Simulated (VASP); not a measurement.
# In (Im-3m) in VASP: further runs

The runs below take In through single point, with PBEsol.

Program: VASP 6.6.1. These are calculated values, not measurements. Logs are shortened: lines on timing, memory, paths and dates and some standing lists are left out, and cuts for length are marked.

## Step 1: The cell of the first run

It takes space group Im-3m (No. 229, cubic). The conventional cell has a = 3.360 Å, b = 3.360 Å, c = 3.360 Å, α = 90.00°, β = 90.00°, γ = 90.00°. Within 3.8 Å of In (site symmetry m-3m) lie 14 In at 2.91 to 3.36 Å.

This isn't the form of In at room conditions, which is tetragonal.

## Step 2: Single point, PBEsol

Input file INCAR:

```
SYSTEM = In
PREC = Accurate ; ENCUT = 500
EDIFF = 1E-6 ; ISMEAR = 0
SIGMA = 0.1 ; LREAL = .False.
LASPH = .True. ; NELM = 120
ALGO = Normal ; ISIF = 2
LWAVE = .False. ; LCHARG = .True.
GGA = PS ; LELF = .True.
LVHAR = .True. ; NBANDS = 12
GGA_COMPAT = .False.
```

Input file KPOINTS:

```
Automatic mesh
0
Gamma
  15 15 15
  0 0 0
```

Input file POSCAR:

```
In
1.0
   -1.6798618035      1.6798618035      1.6798618035
    1.6798618035     -1.6798618035      1.6798618035
    1.6798618035      1.6798618035     -1.6798618035
In
1
Direct
    0.0000000000      0.0000000000      0.0000000000
```

Potentials or basis: VASP PAW PBE potentials, release 64 (In_d).

Command:

```
> cat potpaw_PBE.64/In_d/POTCAR > POTCAR
> mpirun -np 1 vasp_std > vasp.out
```

OUTCAR:

```text
SYSTEM = In
   PREC = Accurate
   ENCUT = 500
   EDIFF = 1E-6
   ISMEAR = 0
   LREAL = .False.
   LASPH = .True.
   NELM = 120
   ISIF = 2
   GGA = PS

 ion  position               nearest neighbor table
   1  0.000  0.000  0.000-

  LATTYP: Found a body centered cubic cell.
 ALAT       =     3.3597236070

  Lattice vectors:

 A1 = (  -1.6798618035,   1.6798618035,   1.6798618035)
 A2 = (   1.6798618035,  -1.6798618035,   1.6798618035)
 A3 = (   1.6798618035,   1.6798618035,  -1.6798618035)

Analysis of symmetry for initial positions (statically):
=====================================================================
 Subroutine PRICEL returns:
 Original cell was already a primitive cell.

 Routine SETGRP: Setting up the symmetry group for a
 body centered cubic supercell.

 Subroutine GETGRP returns: Found 48 space group operations
 (whereof 48 operations were pure point group operations)
 out of a pool of 48 trial point group operations.

The static configuration has the point symmetry O_h .

Analysis of symmetry for dynamics (positions and initial velocities):
=====================================================================
 Subroutine PRICEL returns:
 Original cell was already a primitive cell.

 Routine SETGRP: Setting up the symmetry group for a
 body centered cubic supercell.

 Subroutine GETGRP returns: Found 48 space group operations
 (whereof 48 operations were pure point group operations)
 out of a pool of 48 trial point group operations.

The dynamic configuration has the point symmetry O_h .

 Subroutine INISYM returns: Found 48 space group operations
 (whereof 48 operations are pure point group operations),
 and found     1 'primitive' translations

----------------------------------------------------------------------------------------

                                     Primitive cell

  volume of cell :      18.9618

  direct lattice vectors                    reciprocal lattice vectors
    -1.679861803  1.679861803  1.679861803     0.000000000  0.297643532  0.297643532
     1.679861803 -1.679861803  1.679861803     0.297643532  0.000000000  0.297643532
     1.679861803  1.679861803 -1.679861803     0.297643532  0.297643532  0.000000000

  length of vectors
     2.909605993  2.909605993  2.909605993     0.420931519  0.420931519  0.420931519

  position of ions in fractional coordinates (direct lattice)
     0.000000000  0.000000000  0.000000000

  ion indices of the primitive-cell ions
   primitive index   ion index
                 1           1

----------------------------------------------------------------------------------------

 KPOINTS: Automatic mesh

Automatic generation of k-mesh.
 Grid dimensions read from file:
 generate k-points for:   15   15   15

 Generating k-lattice:

  Cartesian coordinates                     Fractional coordinates (reciprocal lattice)
     0.000000000  0.019842902  0.019842902     0.066666667  0.000000000  0.000000000
     0.019842902  0.000000000  0.019842902     0.000000000  0.066666667  0.000000000
     0.019842902  0.019842902  0.000000000     0.000000000  0.000000000  0.066666667

  Length of vectors
     0.028062101  0.028062101  0.028062101

  Shift w.r.t. Gamma in fractional coordinates (k-lattice)
     0.000000000  0.000000000  0.000000000

 Subroutine IBZKPT returns following result:
 ===========================================

 Found    120 irreducible k-points:

 Following reciprocal coordinates:
            Coordinates               Weight
  0.000000  0.000000  0.000000      1.000000
  0.066667  0.000000  0.000000     12.000000
  0.133333  0.000000  0.000000     12.000000
  0.200000  0.000000  0.000000     12.000000
  0.266667  0.000000  0.000000     12.000000
  0.333333  0.000000  0.000000     12.000000
[... 16 lines left out ...]
  0.333333  0.200000  0.000000     48.000000
  0.400000  0.200000  0.000000     24.000000
 [... further k-points ...]
   k-points           NKPTS =    120   k-points in BZ     NKDIM =    120   number of bands    NBANDS=     12
   number of dos      NEDOS =    301   number of ions     NIONS =      1
   total plane-waves  NPLWV =  13824
   dimension x,y,z NGX =    24 NGY =   24 NGZ =   24
   dimension x,y,z NGXF=    48 NGYF=   48 NGZF=   48
   ions per type =               1
   NGX,Y,Z   is equivalent  to a cutoff of  13.71, 13.71, 13.71 a.u.
   NGXF,Y,Z  is equivalent  to a cutoff of  27.43, 27.43, 27.43 a.u.
 SYSTEM =  In
   PREC   = accura    normal or accurate (medium, high low for compatibility)
   ISTART =      0    job   : 0-new  1-cont  2-samecut
   ICHARG =      2    charge: 1-file 2-atom 10-const
   ISPIN  =      1    spin polarized calculation?
   LNONCOLLINEAR =      F non collinear calculations
   LSORBIT =      F    spin-orbit coupling
   LASPH  =      T    aspherical Exc in radial PAW
   ENCUT  =  500.0 eV  36.75 Ry    6.06 a.u.   5.30  5.30  5.30*2*pi/ulx,y,z
   NELM   =    120;   NELMIN=  2; NELMDL= -5     # of ELM steps
   EDIFF  = 0.1E-05   stopping-criterion for ELM
   LREAL  =      F    real-space projection
[... 7 lines left out ...]
   TEBEG  =    0.0;   TEEND  =   0.0 temperature during run
   PSTRESS=    0.0 pullay stress
   NELECT =      13.0000    total number of electrons
   NUPDOWN=      -1.0000    fix difference up-down
   EMIN   =  10.00;   EMAX   =-10.00  energy-range for DOS
   EFERMI =   0.00;   METHOD = LEGACY
   ISMEAR =     0;   SIGMA  =   0.10  broadening in eV -4-tet -1-fermi 0-gaus
   EFERMI_NEDOS =   21; number of points for ismear=-14 and -15
   IALGO  =     38    algorithm
   IMIX   =      4    mixing-type and parameters
     AMIX     =   0.40;   BMIX     =  1.00
     AMIX_MAG =   1.60;   BMIX_MAG =  1.00
  volume/ion in A,a.u.               =      18.96       127.96
  Fermi-wavevector in a.u.,A,eV,Ry     =   1.443541  2.727897 28.351957  2.083810
  Thomas-Fermi vector in A             =   2.561937
   LORBIT       =      0    0 simple, 1 ext, 2 COOP (PROOUT), +10 PAW based schemes
   GGA     = PS    functional components
   LHFCALC =     F    Hartree Fock is set to
   AEXX    =    0.0000 exact exchange contribution
   IVDW    =     0    specifies the selected vdW correction
   LEPSILON=     F    determine dielectric tensor
   LRPA    =     F    only Hartree local field effects (RPA)
 non-spin polarized calculation
 Gauss-broadening in eV      SIGMA  =   0.10
  energy-cutoff  :      500.00
  volume of cell :       18.96
 maximum number of plane-waves:       490
 NGX is ok and might be reduce to    24
   NGX = 11   NGY = 11   NGZ = 11

 number of electron      12.9999992 magnetization

 Free energy of the ion-electron system (eV)
  ---------------------------------------------------
  ext. energy  EPLUGINS =         0.00000000
  ---------------------------------------------------
  free energy    TOTEN  =        -2.50101535 eV

  energy without entropy =       -2.49901439  energy(sigma->0) =       -2.50001487

 E-fermi :  11.8157     XC(G=0): -12.0378

 val. band max:       11.8136974947   @ k =  -0.4000   0.4000   0.2000
 cond. band min:      11.8220067776   @ k =   0.2667   0.2667   0.0667
 fundamental gap:      0.0083092828
 Fermi energy:        11.8157276032

 k-point     1 :       0.0000    0.0000    0.0000
  band No.  band energies     occupation
      1      -3.5366      2.00000
      2      -3.5366      2.00000
      3      -3.5366      2.00000
      4      -2.9259      2.00000
      5      -2.9259      2.00000
      6      -0.4928      2.00000
      7      25.4940      0.00000
      8      25.4940      0.00000
      9      25.4940      0.00000
     10      26.9009      0.00000
     11      26.9009      0.00000
     12      26.9009      0.00000

 k-point     2 :       0.0667    0.0000    0.0000
  band No.  band energies     occupation
      1      -3.5490      2.00000
      2      -3.5293      2.00000
      3      -3.4968      2.00000
      4      -2.9392      2.00000
      5      -2.9259      2.00000
      6      -0.3602      2.00000
      7      24.3691      0.00000
      8      25.2376      0.00000
      9      25.3586      0.00000
     10      26.0514      0.00000
     11      26.0960      0.00000
     12      26.4970      0.00000

 k-point     3 :       0.1333    0.0000    0.0000
  band No.  band energies     occupation
      1      -3.5838      2.00000
      2      -3.5178      2.00000
      3      -3.3824      2.00000
      4      -2.9727      2.00000
      5      -2.9253      2.00000
      6       0.0450      2.00000
      7      21.6588      0.00000
      8      24.1449      0.00000
      9      24.5170      0.00000
     10      25.0423      0.00000
     11      25.6001      0.00000
     12      26.6927      0.00000
[... 286 lines left out ...]
 k-point    23 :       0.3333    0.2000    0.0000
  band No.  band energies     occupation
      1      -3.7523      2.00000
      2      -3.5318      2.00000
      3      -3.0415      2.00000
      4      -2.9725      2.00000
      5      -2.7384      2.00000
      6       6.3647      2.00000
      7      10.3987      2.00000
      8      14.2615      0.00000
      9      19.4934      0.00000
     10      25.7337      0.00000
     11      28.6342      0.00000
     12      30.7232      0.00000

 k-point    24 :       0.4000    0.2000    0.0000
  band No.  band energies     occupation
      1      -3.7598      2.00000
      2      -3.5377      2.00000
      3      -3.0455      2.00000
      4      -2.9568      2.00000
      5      -2.7218      2.00000
      6       8.1195      2.00000
      7       8.4263      2.00000
      8      14.1065      0.00000
      9      19.3665      0.00000
     10      25.7122      0.00000
     11      29.1374      0.00000
     12      30.6637      0.00000

 [... further k-points ...]

------------------------ aborting loop because EDIFF is reached ----------------------------------------

  FORCE on cell =-STRESS in cart. coord.  units (eV):
  Direction    XX          YY          ZZ          XY          YZ          ZX
  --------------------------------------------------------------------------------------
  -------------------------------------------------------------------------------------
  Total        3.5510109      3.5510109      3.5510109     -0.0000000     -0.0000000      0.0000000
  in kB      300.0419151    300.0419151    300.0419151     -0.0000000     -0.0000000      0.0000000
  external PRESSURE =     300.0419151 kB  Pullay stress =       0.0000000 kB

 VOLUME and BASIS-vectors are now :
 -----------------------------------------------------------------------------
  energy-cutoff  :      500.00
  volume of cell :       18.96
      direct lattice vectors                 reciprocal lattice vectors
    -1.679861803  1.679861803  1.679861803     0.000000000  0.297643532  0.297643532
     1.679861803 -1.679861803  1.679861803     0.297643532  0.000000000  0.297643532
     1.679861803  1.679861803 -1.679861803     0.297643532  0.297643532  0.000000000

 POSITION                                       TOTAL-FORCE (eV/Angst)
 -----------------------------------------------------------------------------------
      0.00000      0.00000      0.00000        -0.000000      0.000000     -0.000000
 -----------------------------------------------------------------------------------
    total drift:                               -0.000000      0.000000      0.000000

  FREE ENERGIE OF THE ION-ELECTRON SYSTEM (eV)
  ---------------------------------------------------
  free  energy   TOTEN  =        -2.5010153472 eV

  energy  without entropy=       -2.4990143895  energy(sigma->0) =       -2.50001487
```

Run time: 13 s. Hardware: 1 thread of AMD EPYC 9R45 (Zen 5), shared host; peak memory 0.12 GiB.

What came out:

```yaml
Free_energy: -2.5010 eV
Pressure: 30.0 GPa
Band_gap_on_the_k_mesh: zero (an odd number of electrons rules out a gap without spin polarisation)
```

Caveat: the cell stands under pressure; the PAW data sets were made with another functional, which shifts forces and pressure a little; spin-orbit coupling is left out, which moves the levels of the heavy elements.

## Step 3: Single point, PBEsol

This run uses another cell than the first one, of 20.24 Å³/atom.

Input file INCAR:

```
ALGO = Normal ; EDIFF = 1E-6
ENCUT = 500 ; GGA = PS
GGA_COMPAT = False ; ISIF = 2
ISMEAR = 0 ; LASPH = True
LCHARG = True ; LELF = True
LREAL = False ; LVHAR = True
LWAVE = False ; NBANDS = 12
NELM = 120 ; PREC = Accurate
SIGMA = 0.1
```

Input file KPOINTS:

```
k-points
0
Gamma
  15 15 15
```

Input file POSCAR:

```
In
1.0
   -1.7168900292      1.7168900292      1.7168900292
    1.7168900292     -1.7168900292      1.7168900292
    1.7168900292      1.7168900292     -1.7168900292
In
1
Direct
    0.0000000000      0.0000000000      0.0000000000
```

Potentials or basis: VASP PAW PBE potentials, release 64 (In_d).

Command:

```
> cat potpaw_PBE.64/In_d/POTCAR > POTCAR
> mpirun -np 1 vasp_std > vasp.out
```

Wall time 13 s (1 thread of AMD EPYC 9R45 (Zen 5), shared host); peak memory 0.12 GiB.

The run converged. Its results:

- Free energy: -2.6998 eV
- Pressure: 19.9 GPa
- Band gap on the k mesh: zero (an odd number of electrons rules out a gap without spin polarisation)

Levels at points of the mesh, in eV from the Fermi level:
| k point | band 3 | band 4 | band 5 | band 6 | band 7 | band 8 | band 9 | band 10 |
| --- | --- | --- | --- | --- | --- | --- | --- | --- |
| (0.00, 0.00, 0.00) | -15.12 | -14.60 | -14.60 | -11.66 | 13.60 | 13.60 | 13.60 | 14.20 |

Caveat: the cell stands under pressure; the PAW data sets were made with another functional, which shifts forces and pressure a little; spin-orbit coupling is left out, which moves the levels of the heavy elements.

## Step 4: Single point, PBEsol

This run uses another cell than the first one, of 22.12 Å³/atom.

Input file INCAR:

```
SYSTEM = In
ALGO     = Normal         ! electronic algorithm
EDIFF    = 1E-6           ! SCF threshold, eV
ENCUT    = 500            ! plane-wave cutoff, eV
GGA      = PS             ! functional
GGA_COMPAT= .FALSE.      
ISIF     = 2              ! what is computed and relaxed
ISMEAR   = 0              ! smearing method
LASPH    = .TRUE.         ! aspherical terms in the spheres
LCHARG   = .FALSE.        ! write CHGCAR
LREAL    = .FALSE.        ! projectors in reciprocal space
LWAVE    = .FALSE.        ! write WAVECAR
NBANDS   = 12             ! bands
NELM     = 120            ! most SCF steps
PREC     = Accurate       ! precision mode
SIGMA    = 0.1            ! smearing width, eV
```

Input file KPOINTS:

```
k-points
0
G
  15 15 15
  0 0 0
```

Input file POSCAR:

```
In
1.0
   -1.7684535913      1.7684535913      1.7684535913
    1.7684535913     -1.7684535913      1.7684535913
    1.7684535913      1.7684535913     -1.7684535913
In
1
Direct
    0.0000000000      0.0000000000      0.0000000000
```

Command:

```
> cat potpaw_PBE.64/In_d/POTCAR > POTCAR
> mpirun -np 1 vasp_std > vasp.out
```

Run time: 12 s. Hardware: 1 thread of AMD EPYC 9R45 (Zen 5), shared host; peak memory 0.13 GiB.

Results (log left out):

* Free energy: -2.8721 eV
* Pressure: 9.9 GPa
* Band gap on the k mesh: zero (an odd number of electrons rules out a gap without spin polarisation)

Levels at points of the mesh, in eV from the Fermi level:
```tsv
k point	band 3	band 4	band 5	band 6	band 7	band 8	band 9	band 10
(0.00, 0.00, 0.00)	-14.86	-14.43	-14.43	-10.83	13.09	13.09	13.09	13.47
```

Caveat: the cell stands under pressure; the PAW data sets were made with another functional, which shifts forces and pressure a little; spin-orbit coupling is left out, which moves the levels of the heavy elements.

## Step 5: Summary

| cell | gap on the mesh (eV) | pressure (GPa) |
| --- | --- | --- |
| a = 2.910 Å, angles 109.5°, 1 atom | none | 30.0 |
| a = 2.974 Å, angles 109.5°, 1 atom | none | 19.9 |
| a = 3.063 Å, angles 109.5°, 1 atom | none | 9.9 |

Alike in all rows: task single point; level PBEsol; potentials or basis VASP PAW PBE potentials, release 64 (In_d); no spin polarisation; k mesh 15 × 15 × 15; cutoff (eV) 500; smearing gaussian 0.1 eV.

Caveats: the cell stands under pressure; the PAW data sets were made with another functional, which shifts forces and pressure a little; spin-orbit coupling is left out, which moves the levels of the heavy elements.

Absolute energies hang on the potentials; compare differences alone.
